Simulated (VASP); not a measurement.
# SnO (Pmn2_1) in VASP: further runs

Runs on SnO. Level: PBE. Tasks: single point.

Program: VASP 6.6.1. These are calculated values, not measurements. Logs are shortened: lines on timing, memory, paths and dates and some standing lists are left out, and cuts for length are marked.

### 1 The cell of the first run

The structure is orthorhombic, space group Pmn2_1 (No. 31). The conventional cell has a = 3.355 Å, b = 5.674 Å, c = 4.222 Å, α = 90.00°, β = 90.00°, γ = 90.00°. Sn (site symmetry m) has 3 O at 2.15 to 2.16 Å within 2.8 Å. O (site symmetry m) has 3 Sn at 2.15 to 2.16 Å within 2.8 Å.

### 2 Single point, PBE

INCAR

```
SYSTEM = SnO
PREC = Accurate
ENCUT = 520
EDIFF = 1E-6
ISMEAR = 0
SIGMA = 0.05
LREAL = .FALSE.
LASPH = .TRUE.
NELM = 100
ALGO = Normal
ISIF = 2
LWAVE = .FALSE.
LCHARG = .TRUE.
GGA = PE
LELF = .TRUE.
LVHAR = .TRUE.
NBANDS = 28
NELECT = 40.5
```

KPOINTS

```
regular mesh
0
G
  8 6 8
  0 0 0
```

POSCAR

```
SnO
1.0
    3.3550050000      0.0000000000      0.0000000000
    0.0000000000      5.6741040000      0.0000000000
    0.0000000000      0.0000000000      4.2219700000
Sn O
2 2
Direct
    0.0000000000      0.2319090000      0.5131440000
    0.5000000000      0.7680910000      0.0131440000
    0.0000000000      0.8912500000      0.7368570000
    0.5000000000      0.1087500000      0.2368570000
```

Potentials or basis: VASP PAW PBE potentials, release 64 (Sn_d, O).

Run with:

```bash
$ cat potpaw_PBE.64/Sn_d/POTCAR potpaw_PBE.64/O/POTCAR > POTCAR
$ mpirun -np 1 vasp_std > vasp.out
```

OUTCAR:

```text
SYSTEM = SnO
   PREC = Accurate
   ENCUT = 520
   EDIFF = 1E-6
   ISMEAR = 0
   LREAL = .FALSE.
   LASPH = .TRUE.
   NELM = 100
   ISIF = 2
   GGA = PE
   NELECT = 40.5

 ion  position               nearest neighbor table
   1  0.000  0.232  0.513-   3 2.15   4 2.16   4 2.16
   2  0.500  0.768  0.013-   4 2.15   3 2.16   3 2.16
   3  0.000  0.891  0.737-   1 2.15   2 2.16   2 2.16
   4  0.500  0.109  0.237-   2 2.15   1 2.16   1 2.16

  LATTYP: Found a simple orthorhombic cell.
 ALAT       =     3.3550050000
 B/A-ratio  =     1.2584094510
 C/A-ratio  =     1.6912356315

  Lattice vectors:

 A1 = (  -3.3550050000,   0.0000000000,   0.0000000000)
 A2 = (   0.0000000000,   0.0000000000,   4.2219700000)
 A3 = (   0.0000000000,   5.6741040000,   0.0000000000)

Analysis of symmetry for initial positions (statically):
=====================================================================
 Subroutine PRICEL returns:
 Original cell was already a primitive cell.

 Routine SETGRP: Setting up the symmetry group for a
 simple orthorhombic supercell.

 Subroutine GETGRP returns: Found  4 space group operations
 (whereof  2 operations were pure point group operations)
 out of a pool of  8 trial point group operations.

The static configuration has the point symmetry C_1h.
 The point group associated with its full space group is C_2v.

Analysis of symmetry for dynamics (positions and initial velocities):
=====================================================================
 Subroutine PRICEL returns:
 Original cell was already a primitive cell.

 Routine SETGRP: Setting up the symmetry group for a
 simple orthorhombic supercell.

 Subroutine GETGRP returns: Found  4 space group operations
 (whereof  2 operations were pure point group operations)
 out of a pool of  8 trial point group operations.

The dynamic configuration has the point symmetry C_1h.
 The point group associated with its full space group is C_2v.

 Subroutine INISYM returns: Found  4 space group operations
 (whereof  2 operations are pure point group operations),
 and found     1 'primitive' translations

----------------------------------------------------------------------------------------

                                     Primitive cell

  volume of cell :      80.3722

  direct lattice vectors                    reciprocal lattice vectors
     3.355005000  0.000000000  0.000000000     0.298062149  0.000000000  0.000000000
     0.000000000  5.674104000  0.000000000     0.000000000  0.176239279  0.000000000
     0.000000000  0.000000000  4.221970000     0.000000000  0.000000000  0.236856254

  length of vectors
     3.355005000  5.674104000  4.221970000     0.298062149  0.176239279  0.236856254

  position of ions in fractional coordinates (direct lattice)
     0.000000000  0.231909000  0.513144000
     0.500000000  0.768091000  0.013144000
     0.000000000  0.891250000  0.736857000
     0.500000000  0.108750000  0.236857000

  ion indices of the primitive-cell ions
   primitive index   ion index
                 1           1
                 2           2
                 3           3
                 4           4

----------------------------------------------------------------------------------------

 KPOINTS: regular mesh

Automatic generation of k-mesh.
 Grid dimensions read from file:
 generate k-points for:    8    6    8

 Generating k-lattice:

  Cartesian coordinates                     Fractional coordinates (reciprocal lattice)
     0.037257769  0.000000000  0.000000000     0.125000000  0.000000000  0.000000000
     0.000000000  0.029373213  0.000000000     0.000000000  0.166666667  0.000000000
     0.000000000  0.000000000  0.029607032     0.000000000  0.000000000  0.125000000

  Length of vectors
     0.037257769  0.029373213  0.029607032

  Shift w.r.t. Gamma in fractional coordinates (k-lattice)
     0.000000000  0.000000000  0.000000000

 Subroutine IBZKPT returns following result:
 ===========================================

 Found    100 irreducible k-points:

 Following reciprocal coordinates:
            Coordinates               Weight
  0.000000  0.000000  0.000000      1.000000
  0.125000  0.000000  0.000000      2.000000
  0.250000  0.000000  0.000000      2.000000
  0.375000  0.000000  0.000000      2.000000
  0.500000  0.000000  0.000000      1.000000
  0.000000  0.166667  0.000000      2.000000
[... 16 lines left out ...]
  0.250000  0.000000  0.125000      4.000000
  0.375000  0.000000  0.125000      4.000000
 [... further k-points ...]
   k-points           NKPTS =    100   k-points in BZ     NKDIM =    100   number of bands    NBANDS=     28
   number of dos      NEDOS =    301   number of ions     NIONS =      4
   total plane-waves  NPLWV =  37632
   dimension x,y,z NGX =    28 NGY =   42 NGZ =   32
   dimension x,y,z NGXF=    56 NGYF=   84 NGZF=   64
   ions per type =               2   2
   NGX,Y,Z   is equivalent  to a cutoff of  13.87, 12.31, 12.60 a.u.
   NGXF,Y,Z  is equivalent  to a cutoff of  27.75, 24.61, 25.20 a.u.
 SYSTEM =  SnO
   PREC   = accura    normal or accurate (medium, high low for compatibility)
   ISTART =      0    job   : 0-new  1-cont  2-samecut
   ICHARG =      2    charge: 1-file 2-atom 10-const
   ISPIN  =      1    spin polarized calculation?
   LNONCOLLINEAR =      F non collinear calculations
   LSORBIT =      F    spin-orbit coupling
   LASPH  =      T    aspherical Exc in radial PAW
   ENCUT  =  520.0 eV  38.22 Ry    6.18 a.u.   6.24 10.55  7.85*2*pi/ulx,y,z
   NELM   =    100;   NELMIN=  2; NELMDL= -5     # of ELM steps
   EDIFF  = 0.1E-05   stopping-criterion for ELM
   LREAL  =      F    real-space projection
   EDIFFG = 0.1E-04   stopping-criterion for IOM
   NSW    =      0    number of steps for IOM
   IBRION =     -1    ionic relax: 0-MD 1-quasi-New 2-CG
   NFREE  =      0    steps in history (QN), initial steepest desc. (CG)
   ISIF   =      2    stress and relaxation
   ISYM   =      2    0-nonsym 1-usesym 2-fastsym
   POTIM  = 0.5000    time-step for ionic-motion
   TEBEG  =    0.0;   TEEND  =   0.0 temperature during run
   PSTRESS=    0.0 pullay stress
   NELECT =      40.5000    total number of electrons
   NUPDOWN=      -1.0000    fix difference up-down
   EMIN   =  10.00;   EMAX   =-10.00  energy-range for DOS
   EFERMI =   0.00;   METHOD = LEGACY
   ISMEAR =     0;   SIGMA  =   0.05  broadening in eV -4-tet -1-fermi 0-gaus
   EFERMI_NEDOS =   21; number of points for ismear=-14 and -15
   IALGO  =     38    algorithm
   IMIX   =      4    mixing-type and parameters
     AMIX     =   0.40;   BMIX     =  1.00
     AMIX_MAG =   1.60;   BMIX_MAG =  1.00
  volume/ion in A,a.u.               =      20.09       135.59
  Fermi-wavevector in a.u.,A,eV,Ry     =   1.302741  2.461823 23.090900  1.697133
  Thomas-Fermi vector in A             =   2.433789
   LORBIT       =      0    0 simple, 1 ext, 2 COOP (PROOUT), +10 PAW based schemes
   GGA     = PE    functional components
   LHFCALC =     F    Hartree Fock is set to
   AEXX    =    0.0000 exact exchange contribution
   IVDW    =     0    specifies the selected vdW correction
   LEPSILON=     F    determine dielectric tensor
   LRPA    =     F    only Hartree local field effects (RPA)
 non-spin polarized calculation
 Gauss-broadening in eV      SIGMA  =   0.05
  energy-cutoff  :      520.00
  volume of cell :       80.37
 maximum number of plane-waves:      2183
 NGX is ok and might be reduce to    28
   NGX = 13   NGY = 21   NGZ = 15

 number of electron      40.4999992 magnetization

 Free energy of the ion-electron system (eV)
  ---------------------------------------------------
  ext. energy  EPLUGINS =         0.00000000
  ---------------------------------------------------
  free energy    TOTEN  =       -19.10985807 eV

  energy without entropy =      -19.10743918  energy(sigma->0) =      -19.10864862

 E-fermi :   6.8314     XC(G=0):  -9.7197

 val. band max:        6.8272752605   @ k =   0.3750   0.5000   0.2500
 cond. band min:       6.8365872803   @ k =   0.5000   0.1667   0.1250
 fundamental gap:      0.0093120198
 Fermi energy:         6.8313729737

 k-point     1 :       0.0000    0.0000    0.0000
  band No.  band energies     occupation
      1     -16.3865      2.00000
      2     -16.0502      2.00000
      3     -15.9816      2.00000
      4     -15.9452      2.00000
      5     -15.9182      2.00000
      6     -15.9049      2.00000
[... 20 lines left out ...]
     27      13.4245      0.00000
     28      14.0277      0.00000

 k-point     2 :       0.1250    0.0000    0.0000
  band No.  band energies     occupation
      1     -16.3802      2.00000
      2     -16.0419      2.00000
      3     -15.9827      2.00000
      4     -15.9707      2.00000
      5     -15.9282      2.00000
      6     -15.9034      2.00000
[... 20 lines left out ...]
     27      13.4527      0.00000
     28      14.1462      0.00000

 k-point     3 :       0.2500    0.0000    0.0000
  band No.  band energies     occupation
      1     -16.3730      2.00000
      2     -16.1410      2.00000
      3     -15.9553      2.00000
      4     -15.9448      2.00000
      5     -15.9418      2.00000
      6     -15.9064      2.00000
[... 20 lines left out ...]
     27      13.0307      0.00000
     28      14.3048      0.00000

 k-point     4 :       0.3750    0.0000    0.0000
  band No.  band energies     occupation
      1     -16.3693      2.00000
      2     -16.2640      2.00000
      3     -15.9447      2.00000
      4     -15.9289      2.00000
      5     -15.9195      2.00000
      6     -15.9043      2.00000
[... 578 lines left out ...]
     27      13.7937      0.00000
     28      14.8228      0.00000

 k-point    23 :       0.2500    0.0000    0.1250
  band No.  band energies     occupation
      1     -16.3682      2.00000
      2     -16.1559      2.00000
      3     -15.9557      2.00000
      4     -15.9463      2.00000
      5     -15.9397      2.00000
      6     -15.9092      2.00000
[... 20 lines left out ...]
     27      13.4507      0.00000
     28      14.9522      0.00000

 k-point    24 :       0.3750    0.0000    0.1250
  band No.  band energies     occupation
      1     -16.3692      2.00000
      2     -16.2728      2.00000
      3     -15.9481      2.00000
      4     -15.9358      2.00000
      5     -15.9164      2.00000
      6     -15.9025      2.00000
[... 20 lines left out ...]
     27      13.5272      0.00000
     28      14.9515      0.00000

 [... further k-points ...]

------------------------ aborting loop because EDIFF is reached ----------------------------------------

  FORCE on cell =-STRESS in cart. coord.  units (eV):
  Direction    XX          YY          ZZ          XY          YZ          ZX
  --------------------------------------------------------------------------------------
  -------------------------------------------------------------------------------------
  Total        5.4669478      5.8948442      6.2915581      0.0000000      0.0000000      0.0000000
  in kB      108.9807775    117.5106717    125.4189582      0.0000000      0.0000000      0.0000000
  external PRESSURE =     117.3034691 kB  Pullay stress =       0.0000000 kB

 VOLUME and BASIS-vectors are now :
 -----------------------------------------------------------------------------
  energy-cutoff  :      520.00
  volume of cell :       80.37
      direct lattice vectors                 reciprocal lattice vectors
     3.355005000  0.000000000  0.000000000     0.298062149  0.000000000  0.000000000
     0.000000000  5.674104000  0.000000000     0.000000000  0.176239279  0.000000000
     0.000000000  0.000000000  4.221970000     0.000000000  0.000000000  0.236856254

 POSITION                                       TOTAL-FORCE (eV/Angst)
 -----------------------------------------------------------------------------------
      0.00000      1.31588      2.16648         0.000000      0.581995      0.314497
      1.67750      4.35823      0.05549         0.000000     -0.581995      0.314497
      0.00000      5.05705      3.11099         0.000000      0.208602     -0.314497
      1.67750      0.61706      1.00000         0.000000     -0.208602     -0.314497
 -----------------------------------------------------------------------------------
    total drift:                                0.000000      0.000000      0.000053

  FREE ENERGIE OF THE ION-ELECTRON SYSTEM (eV)
  ---------------------------------------------------
  free  energy   TOTEN  =       -19.1098580675 eV

  energy  without entropy=      -19.1074391823  energy(sigma->0) =      -19.10864862
```

It took 2.4 min on 1 thread of Intel Xeon Platinum 8488C (Sapphire Rapids), shared host; peak memory 0.31 GiB.

Results:

* Free energy: -19.1099 eV
* Largest force: 0.662 eV/Å

Forces on the atoms (eV/Å):
```
Sn   0.000  0.582  0.314
Sn   0.000 -0.582  0.314
O    0.000  0.209 -0.314
O    0.000 -0.209 -0.314
```

Levels at points of the mesh, in eV from the Fermi level:
```csv
k point,band 18,band 19,band 20,band 21,band 22,band 23
"(0.00, 0.00, 0.00)",-4.68,-4.09,-2.03,0.56,1.06,3.76
"(0.50, 0.00, 0.00)",-4.63,-3.29,-3.29,0.50,0.50,3.44
"(0.00, 0.50, 0.00)",-4.70,-3.64,-3.43,1.24,1.80,2.74
"(0.50, 0.50, 0.00)",-4.70,-2.95,-2.95,-0.20,-0.20,4.18
"(0.00, 0.00, 0.50)",-5.24,-3.70,-3.70,0.56,0.56,3.13
"(0.50, 0.00, 0.50)",-5.19,-3.12,-3.12,-0.01,-0.01,2.51
"(0.00, 0.50, 0.50)",-4.97,-3.54,-3.54,-0.19,-0.19,3.89
"(0.50, 0.50, 0.50)",-5.47,-2.47,-2.47,0.32,0.32,2.07
```

Caveat: the cell carries a net charge on a neutralising background, which shifts energy and pressure; the cell is charged against a uniform background, so pressure and absolute levels hang on convention; spin-orbit coupling is left out, which moves the levels of the heavy elements.

(Continued in part 2 of 2.)
